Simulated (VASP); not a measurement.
# SiO2 (P6_422) in VASP: notebook, part 2 of 3

VASP 6.6.1. Earlier steps stand in the parts before.

## Step 3: Single point, PBE (13.59 Å³/atom)

This run uses another cell than the first one, of 13.59 Å³/atom.

The input, INCAR:

```
SYSTEM = SiO2
PREC = Accurate ; ENCUT = 520
EDIFF = 1E-6 ; ISMEAR = 0
SIGMA = 0.02 ; LREAL = .False.
LASPH = .True. ; NELM = 80
ALGO = Normal ; ISIF = 2
LWAVE = .False. ; LCHARG = .False.
GGA = PE ; NBANDS = 34
```

The input, KPOINTS:

```
regular mesh
0
Gamma
  6 6 4
  0 0 0
```

The input, POSCAR:

```
SiO2
1.0
    5.0485896005      0.0000000000      0.0000000000
   -2.5242948002      4.3722068473      0.0000000000
    0.0000000000      0.0000000000      5.5400566713
Si O
3 6
Direct
    0.0000000000      0.5000000000      0.3333333333
    0.5000000000      0.5000000000      0.6666666667
    0.5000000000      0.0000000000      0.0000000000
    0.5891642131      0.7945821065      0.8333333333
    0.7945821065      0.5891642131      0.5000000000
    0.7945821065      0.2054178935      0.1666666667
    0.4108357869      0.2054178935      0.8333333333
    0.2054178935      0.4108357869      0.5000000000
    0.2054178935      0.7945821065      0.1666666667
```

Potentials or basis: VASP PAW PBE potentials, release 64 (Si, O).

Started as:

```bash
$ cat potpaw_PBE.64/Si/POTCAR potpaw_PBE.64/O/POTCAR > POTCAR
$ mpirun -np 1 vasp_std > vasp.out
```

OUTCAR:

```text
SYSTEM = SiO2
   PREC = Accurate
   ENCUT = 520
   EDIFF = 1E-6
   ISMEAR = 0
   LREAL = .False.
   LASPH = .True.
   NELM = 80
   ISIF = 2
   GGA = PE

 ion  position               nearest neighbor table
   1  0.000  0.500  0.333-   6 1.61   9 1.61   8 1.61   5 1.61   3 3.13   3 3.13   2 3.13   2 3.13

   2  0.500  0.500  0.667-   4 1.61   7 1.61   5 1.61   8 1.61   3 3.13   3 3.13   1 3.13   1 3.13

   3  0.500  0.000  0.000-   6 1.61   9 1.61   7 1.61   4 1.61   2 3.13   2 3.13   1 3.13   1 3.13

   4  0.589  0.795  0.833-   2 1.61   3 1.61
   5  0.795  0.589  0.500-   2 1.61   1 1.61
   6  0.795  0.205  0.167-   1 1.61   3 1.61
[... 993 lines left out ...]
  external PRESSURE =      43.2306481 kB  Pullay stress =       0.0000000 kB

 VOLUME and BASIS-vectors are now :
 -----------------------------------------------------------------------------
  energy-cutoff  :      520.00
  volume of cell :      122.29
      direct lattice vectors                 reciprocal lattice vectors
     5.048589600  0.000000000  0.000000000     0.198075122  0.114358725  0.000000000
    -2.524294800  4.372206847  0.000000000     0.000000000  0.228717450  0.000000000
     0.000000000  0.000000000  5.540056671     0.000000000  0.000000000  0.180503569

 POSITION                                       TOTAL-FORCE (eV/Angst)
 -----------------------------------------------------------------------------------
     -1.26215      2.18610      1.84669         0.000000      0.000000      0.000000
      1.26215      2.18610      3.69337         0.000000      0.000000     -0.000000
      2.52429      0.00000      0.00000         0.000000      0.000000     -0.000000
      0.96869      3.47408      4.61671        -0.015472     -0.008933      0.000000
      2.52429      2.57595      2.77003        -0.000000     -0.017866      0.000000
      3.49298      0.89813      0.92334        -0.015472      0.008933     -0.000000
      1.55561      0.89813      4.61671         0.015472      0.008933      0.000000
      0.00000      1.79626      2.77003         0.000000      0.017866      0.000000
     -0.96869      3.47408      0.92334         0.015472     -0.008933     -0.000000
 -----------------------------------------------------------------------------------
    total drift:                                0.000000     -0.000000     -0.000001

  FREE ENERGIE OF THE ION-ELECTRON SYSTEM (eV)
  ---------------------------------------------------
  free  energy   TOTEN  =       -71.0680219490 eV

  energy  without entropy=      -71.0680219490  energy(sigma->0) =      -71.06802195
```

OSZICAR:

```text
N       E                     dE             d eps       ncg     rms          rms(c)
DAV:   1     0.285790464287E+03    0.28579E+03   -0.25061E+04  1428   0.130E+03
DAV:   2    -0.608451899004E+02   -0.34664E+03   -0.33377E+03  1840   0.303E+02
DAV:   3    -0.806879516892E+02   -0.19843E+02   -0.19763E+02  1832   0.762E+01
DAV:   4    -0.809058881934E+02   -0.21794E+00   -0.21770E+00  1792   0.900E+00
DAV:   5    -0.809090548348E+02   -0.31666E-02   -0.31650E-02  1804   0.107E+00    0.257E+01
DAV:   6    -0.710586830757E+02    0.98504E+01   -0.35440E+01  1638   0.317E+01    0.124E+01
DAV:   7    -0.710634471681E+02   -0.47641E-02   -0.10405E+00  1744   0.490E+00    0.440E+00
DAV:   8    -0.710556825601E+02    0.77646E-02   -0.49197E-02  1808   0.159E+00    0.174E+00
DAV:   9    -0.710659850433E+02   -0.10302E-01   -0.29396E-02  1598   0.117E+00    0.336E-01
DAV:  10    -0.710680312124E+02   -0.20462E-02   -0.34810E-03  1656   0.306E-01    0.101E-01
DAV:  11    -0.710680101839E+02    0.21028E-04   -0.87841E-04  1800   0.176E-01    0.199E-02
DAV:  12    -0.710680192042E+02   -0.90202E-05   -0.23993E-05  1688   0.284E-02    0.184E-02
DAV:  13    -0.710680215192E+02   -0.23151E-05   -0.12753E-05  1696   0.198E-02    0.388E-03
DAV:  14    -0.710680219490E+02   -0.42974E-06   -0.38822E-07  1224   0.366E-03
   1 F= -.71068022E+02 E0= -.71068022E+02  d E =-.318338E-23
```

It took 77 s on 1 thread of Intel Xeon Platinum 8259CL at 2.50GHz (Skylake/Cascade Lake), shared host; peak memory 0.26 GiB.

What came out:

```
Free energy            : -71.0680 eV
Pressure               : 4.3 GPa
Largest force          : 0.018 eV/Å
Band gap on the k mesh : 5.69 eV (least direct gap 5.85 eV)
```

Forces in eV/Å, atoms in the order of the input:
```
Si   0.000  0.000  0.000
Si   0.000  0.000  0.000
Si   0.000  0.000  0.000
O   -0.015 -0.009  0.000
O    0.000 -0.018  0.000
O   -0.015  0.009  0.000
O    0.015  0.009  0.000
O    0.000  0.018  0.000
O    0.015 -0.009  0.000
```

Stress tensor (GPa, compression positive):
```
4.25 0.00 0.00
0.00 4.25 0.00
0.00 0.00 4.46
```

Caveat: the cell stands under pressure.

## Step 4: Single point, PBE (14.43 Å³/atom)

This run uses another cell than the first one, of 14.43 Å³/atom.

The input, INCAR:

```
PREC = Accurate ; ENCUT = 520
EDIFF = 1E-6 ; ISMEAR = 0
SIGMA = 0.02 ; LREAL = F
LASPH = T ; NELM = 60
ALGO = Normal ; ISIF = 2
LWAVE = F ; LCHARG = F
GGA = PE ; NBANDS = 34
```

The input, KPOINTS:

```
Automatic mesh
0
Gamma
  6 6 4
```

The input, POSCAR:

```
SiO2
1.0
    5.1584797163      0.0000000000      0.0000000000
   -2.5792398581      4.4673744792      0.0000000000
    0.0000000000      0.0000000000      5.6347724182
Si O
3 6
Direct
    0.0000000000      0.5000000000      0.3333333333
    0.5000000000      0.5000000000      0.6666666667
    0.5000000000      0.0000000000      0.0000000000
    0.5792044403      0.7896022201      0.8333333333
    0.7896022201      0.5792044403      0.5000000000
    0.7896022201      0.2103977799      0.1666666667
    0.4207955597      0.2103977799      0.8333333333
    0.2103977799      0.4207955597      0.5000000000
    0.2103977799      0.7896022201      0.1666666667
```

Potentials or basis: VASP PAW PBE potentials, release 64 (Si, O).

Started as:

```bash
$ cat potpaw_PBE.64/Si/POTCAR potpaw_PBE.64/O/POTCAR > POTCAR
$ mpirun -np 1 vasp_std > vasp.out
```

OUTCAR:

```text
PREC = Accurate
   ENCUT = 520
   EDIFF = 1E-6
   ISMEAR = 0
   LREAL = F
   LASPH = T
   NELM = 60
   ISIF = 2
   GGA = PE

 ion  position               nearest neighbor table
   1  0.000  0.500  0.333-   6 1.63   9 1.63   8 1.63   5 1.63
   2  0.500  0.500  0.667-   4 1.63   7 1.63   5 1.63   8 1.63
   3  0.500  0.000  0.000-   6 1.63   9 1.63   7 1.63   4 1.63
   4  0.579  0.790  0.833-   2 1.63   3 1.63
   5  0.790  0.579  0.500-   2 1.63   1 1.63
   6  0.790  0.210  0.167-   1 1.63   3 1.63
   7  0.421  0.210  0.833-   2 1.63   3 1.63
   8  0.210  0.421  0.500-   2 1.63   1 1.63
   9  0.210  0.790  0.167-   1 1.63   3 1.63

  LATTYP: Found a hexagonal cell.
 ALAT       =     5.1584797163
 C/A-ratio  =     1.0923319908

  Lattice vectors:

 A1 = (   5.1584797163,   0.0000000000,   0.0000000000)
 A2 = (  -2.5792398581,   4.4673744792,   0.0000000000)
 A3 = (   0.0000000000,   0.0000000000,   5.6347724182)

Analysis of symmetry for initial positions (statically):
=====================================================================
 Subroutine PRICEL returns:
 Original cell was already a primitive cell.

 Routine SETGRP: Setting up the symmetry group for a
 hexagonal supercell.

 Subroutine GETGRP returns: Found 12 space group operations
 (whereof  4 operations were pure point group operations)
 out of a pool of 24 trial point group operations.

The static configuration has the point symmetry D_2 .
 The point group associated with its full space group is D_6 .

Analysis of symmetry for dynamics (positions and initial velocities):
=====================================================================
 Subroutine PRICEL returns:
 Original cell was already a primitive cell.

 Routine SETGRP: Setting up the symmetry group for a
 hexagonal supercell.

 Subroutine GETGRP returns: Found 12 space group operations
 (whereof  4 operations were pure point group operations)
 out of a pool of 24 trial point group operations.

The dynamic configuration has the point symmetry D_2 .
 The point group associated with its full space group is D_6 .

 Subroutine INISYM returns: Found 12 space group operations
 (whereof  4 operations are pure point group operations),
 and found     1 'primitive' translations

----------------------------------------------------------------------------------------

                                     Primitive cell

  volume of cell :     129.8525

  direct lattice vectors                    reciprocal lattice vectors
     5.158479716  0.000000000  0.000000000     0.193855565  0.111922563  0.000000000
    -2.579239858  4.467374479  0.000000000     0.000000000  0.223845125  0.000000000
     0.000000000  0.000000000  5.634772418     0.000000000  0.000000000  0.177469457

  length of vectors
     5.158479716  5.158479716  5.634772418     0.223845125  0.223845125  0.177469457

  position of ions in fractional coordinates (direct lattice)
     0.000000000  0.500000000  0.333333333
     0.500000000  0.500000000  0.666666667
     0.500000000  0.000000000  0.000000000
     0.579204440  0.789602220  0.833333333
     0.789602220  0.579204440  0.500000000
     0.789602220  0.210397780  0.166666667
     0.420795560  0.210397780  0.833333333
     0.210397780  0.420795560  0.500000000
     0.210397780  0.789602220  0.166666667
[... 60 lines left out ...]
  0.333333  0.166667  0.500000     12.000000
  0.333333  0.333333  0.500000      2.000000
   k-points           NKPTS =     21   k-points in BZ     NKDIM =     21   number of bands    NBANDS=     34
   number of dos      NEDOS =    301   number of ions     NIONS =      9
   total plane-waves  NPLWV =  67200
   dimension x,y,z NGX =    40 NGY =   40 NGZ =   42
   dimension x,y,z NGXF=    80 NGYF=   80 NGZF=   84
   ions per type =               3   6
   NGX,Y,Z   is equivalent  to a cutoff of  12.89, 12.89, 12.39 a.u.
   NGXF,Y,Z  is equivalent  to a cutoff of  25.78, 25.78, 24.78 a.u.
 SYSTEM =  unknown system
   PREC   = accura    normal or accurate (medium, high low for compatibility)
   ISTART =      0    job   : 0-new  1-cont  2-samecut
   ICHARG =      2    charge: 1-file 2-atom 10-const
   ISPIN  =      1    spin polarized calculation?
   LNONCOLLINEAR =      F non collinear calculations
   LSORBIT =      F    spin-orbit coupling
   LASPH  =      T    aspherical Exc in radial PAW
   ENCUT  =  520.0 eV  38.22 Ry    6.18 a.u.   9.59  9.59 10.48*2*pi/ulx,y,z
   NELM   =     60;   NELMIN=  2; NELMDL= -5     # of ELM steps
   EDIFF  = 0.1E-05   stopping-criterion for ELM
   LREAL  =      F    real-space projection
   EDIFFG = 0.1E-04   stopping-criterion for IOM
   NSW    =      0    number of steps for IOM
   IBRION =     -1    ionic relax: 0-MD 1-quasi-New 2-CG
   NFREE  =      0    steps in history (QN), initial steepest desc. (CG)
   ISIF   =      2    stress and relaxation
   ISYM   =      2    0-nonsym 1-usesym 2-fastsym
   POTIM  = 0.5000    time-step for ionic-motion
   TEBEG  =    0.0;   TEEND  =   0.0 temperature during run
   PSTRESS=    0.0 pullay stress
   NELECT =      48.0000    total number of electrons
   NUPDOWN=      -1.0000    fix difference up-down
   EMIN   =  10.00;   EMAX   =-10.00  energy-range for DOS
   EFERMI =   0.00;   METHOD = LEGACY
   ISMEAR =     0;   SIGMA  =   0.02  broadening in eV -4-tet -1-fermi 0-gaus
   EFERMI_NEDOS =   21; number of points for ismear=-14 and -15
   IALGO  =     38    algorithm
   IMIX   =      4    mixing-type and parameters
     AMIX     =   0.40;   BMIX     =  1.00
     AMIX_MAG =   1.60;   BMIX_MAG =  1.00
  volume/ion in A,a.u.               =      14.43        97.37
  Fermi-wavevector in a.u.,A,eV,Ry     =   1.174911  2.220260 18.781708  1.380417
  Thomas-Fermi vector in A             =   2.311301
   LORBIT       =      0    0 simple, 1 ext, 2 COOP (PROOUT), +10 PAW based schemes
   GGA     = PE    functional components
   LHFCALC =     F    Hartree Fock is set to
   AEXX    =    0.0000 exact exchange contribution
   IVDW    =     0    specifies the selected vdW correction
   LEPSILON=     F    determine dielectric tensor
   LRPA    =     F    only Hartree local field effects (RPA)
 non-spin polarized calculation
 Gauss-broadening in eV      SIGMA  =   0.02
  energy-cutoff  :      520.00
  volume of cell :      129.85
 maximum number of plane-waves:      3516
 NGX is ok and might be reduce to    40
   NGX = 19   NGY = 19   NGZ = 21

 number of electron      47.9999976 magnetization

 Free energy of the ion-electron system (eV)
  ---------------------------------------------------
  ext. energy  EPLUGINS =         0.00000000
  ---------------------------------------------------
  free energy    TOTEN  =       -71.08822716 eV

  energy without entropy =      -71.08822716  energy(sigma->0) =      -71.08822716

 E-fermi :   0.3171     XC(G=0):  -8.4817

 val. band max:        0.1490125660   @ k =   0.5000   0.0000   0.0000
 cond. band min:       5.5305211847   @ k =   0.0000   0.0000   0.0000
 fundamental gap:      5.3815086187
 Fermi energy:         0.3170683019

 k-point     1 :       0.0000    0.0000    0.0000
  band No.  band energies     occupation
      1     -19.0317      2.00000
      2     -17.6623      2.00000
      3     -17.6623      2.00000
      4     -17.1300      2.00000
      5     -17.0471      2.00000
      6     -17.0471      2.00000
[... 766 lines left out ...]
     33      11.3216      0.00000
     34      11.3464      0.00000

------------------------ aborting loop because EDIFF is reached ----------------------------------------

  FORCE on cell =-STRESS in cart. coord.  units (eV):
  Direction    XX          YY          ZZ          XY          YZ          ZX
  --------------------------------------------------------------------------------------
  -------------------------------------------------------------------------------------
  Total       -2.9969950     -2.9969950     -3.0600575     -0.0000000     -0.0000000     -0.0000000
  in kB      -36.9782313    -36.9782313    -37.7563233     -0.0000000     -0.0000000     -0.0000000
  external PRESSURE =     -37.2375953 kB  Pullay stress =       0.0000000 kB

 VOLUME and BASIS-vectors are now :
 -----------------------------------------------------------------------------
  energy-cutoff  :      520.00
  volume of cell :      129.85
      direct lattice vectors                 reciprocal lattice vectors
     5.158479716  0.000000000  0.000000000     0.193855565  0.111922563  0.000000000
    -2.579239858  4.467374479  0.000000000     0.000000000  0.223845125  0.000000000
     0.000000000  0.000000000  5.634772418     0.000000000  0.000000000  0.177469457

 POSITION                                       TOTAL-FORCE (eV/Angst)
 -----------------------------------------------------------------------------------
     -1.28962      2.23369      1.87826        -0.000000      0.000000      0.000000
      1.28962      2.23369      3.75651        -0.000000     -0.000000      0.000000
      2.57924      0.00000      0.00000        -0.000000      0.000000     -0.000000
      0.95124      3.52745      4.69564        -0.006167     -0.003560      0.000000
      2.57924      2.58752      2.81739        -0.000000     -0.007121      0.000000
      3.53048      0.93993      0.93913        -0.006167      0.003560      0.000000
      1.62800      0.93993      4.69564         0.006167      0.003560     -0.000000
      0.00000      1.87985      2.81739         0.000000      0.007121      0.000000
     -0.95124      3.52745      0.93913         0.006167     -0.003560     -0.000000
 -----------------------------------------------------------------------------------
    total drift:                                0.000000     -0.000000      0.000001

  FREE ENERGIE OF THE ION-ELECTRON SYSTEM (eV)
  ---------------------------------------------------
  free  energy   TOTEN  =       -71.0882271605 eV

  energy  without entropy=      -71.0882271605  energy(sigma->0) =      -71.08822716
```

It took 76 s on 1 thread of Intel Xeon Platinum 8259CL at 2.50GHz (Skylake/Cascade Lake), shared host; peak memory 0.26 GiB.

What came out:

```yaml
Free_energy: -71.0882 eV
Pressure: -3.7 GPa
Largest_force: 0.007 eV/Å
Band_gap_on_the_k_mesh: 5.38 eV (least direct gap 5.58 eV)
```

Forces in eV/Å, atoms in the order of the input:
```
Si   0.000  0.000  0.000
Si   0.000  0.000  0.000
Si   0.000  0.000  0.000
O   -0.006 -0.004  0.000
O    0.000 -0.007  0.000
O   -0.006  0.004  0.000
O    0.006  0.004  0.000
O    0.000  0.007  0.000
O    0.006 -0.004  0.000
```

Levels at points of the mesh, in eV from the valence-band top:
```tsv
k point	band 20	band 21	band 22	band 23	band 24	band 25	band 26	band 27	band 28	band 29
(0.00, 0.00, 0.00)	-0.90	-0.90	-0.42	-0.42	-0.20	5.38	8.71	8.71	8.88	8.88
(0.50, 0.00, 0.00)	-1.10	-1.09	-0.95	-0.32	0.00	7.41	8.21	9.33	9.42	9.47
(0.00, 0.00, 0.50)	-1.76	-1.05	-0.28	-0.01	-0.01	7.20	7.20	8.34	9.39	9.39
(0.50, 0.00, 0.50)	-1.27	-0.87	-0.69	-0.68	-0.31	7.92	8.53	9.13	9.28	9.59
```

Caveat: the cell stands under tension.

## Step 5: Single point, PBE (14.85 Å³/atom)

This run uses another cell than the first one, of 14.85 Å³/atom.

The input, INCAR:

```
  PREC = Accurate
  ENCUT = 520
  EDIFF = 1E-6
  ISMEAR = 0
  SIGMA = 0.02
  LREAL = F
  LASPH = T
  NELM = 80
  ALGO = Normal
  ISIF = 2
  LWAVE = F
  LCHARG = F
  GGA = PE
  NBANDS = 34
```

KPOINTS is that of step 4.

The input, POSCAR:

```
SiO2
1.0
    5.2113684968      0.0000000000      0.0000000000
   -2.6056842484      4.5131775067      0.0000000000
    0.0000000000      0.0000000000      5.6817864724
Si O
3 6
Direct
    0.0000000000      0.5000000000      0.3333333333
    0.5000000000      0.5000000000      0.6666666667
    0.5000000000      0.0000000000      0.0000000000
    0.5748527527      0.7874263764      0.8333333333
    0.7874263764      0.5748527527      0.5000000000
    0.7874263764      0.2125736236      0.1666666667
    0.4251472473      0.2125736236      0.8333333333
    0.2125736236      0.4251472473      0.5000000000
    0.2125736236      0.7874263764      0.1666666667
```

Started as:

```bash
$ cat potpaw_PBE.64/Si/POTCAR potpaw_PBE.64/O/POTCAR > POTCAR
$ mpirun -np 1 vasp_std > vasp.out
```

Wall time 78 s (1 thread of Intel Xeon Platinum 8259CL at 2.50GHz (Skylake/Cascade Lake), shared host); peak memory 0.27 GiB.

Results (log left out):

```yaml
Free_energy: -70.9645 eV
Pressure: -7.1 GPa
Largest_force: 0.005 eV/Å
Band_gap_on_the_k_mesh: 5.19 eV (least direct gap 5.40 eV)
```

Forces on the atoms (eV/Å):
```
Si   0.000  0.000  0.000
Si   0.000  0.000  0.000
Si   0.000  0.000  0.000
O   -0.004 -0.002  0.000
O    0.000 -0.005  0.000
O   -0.004  0.002  0.000
O    0.004  0.002  0.000
O    0.000  0.005  0.000
O    0.004 -0.002  0.000
```

Stress tensor (GPa, compression positive):
```
-7.11  0.00  0.00
 0.00 -7.11  0.00
 0.00  0.00 -7.19
```

Levels at points of the mesh, in eV from the valence-band top:
```
           k point  band 21  band 22  band 23  band 24  band 25  band 26  band 27  band 28
(0.00, 0.00, 0.00)    -0.85    -0.40    -0.40    -0.21     5.19     8.57     8.57     8.67
(0.50, 0.00, 0.00)    -1.06    -0.94    -0.31     0.00     7.20     8.00     9.15     9.28
(0.00, 0.00, 0.50)    -0.99    -0.28    -0.01    -0.01     6.99     6.99     8.27     9.13
(0.50, 0.00, 0.50)    -0.85    -0.68    -0.67    -0.30     7.57     8.21     9.05     9.19
```

Caveat: the cell stands under tension.

[end of part 2 of 3]
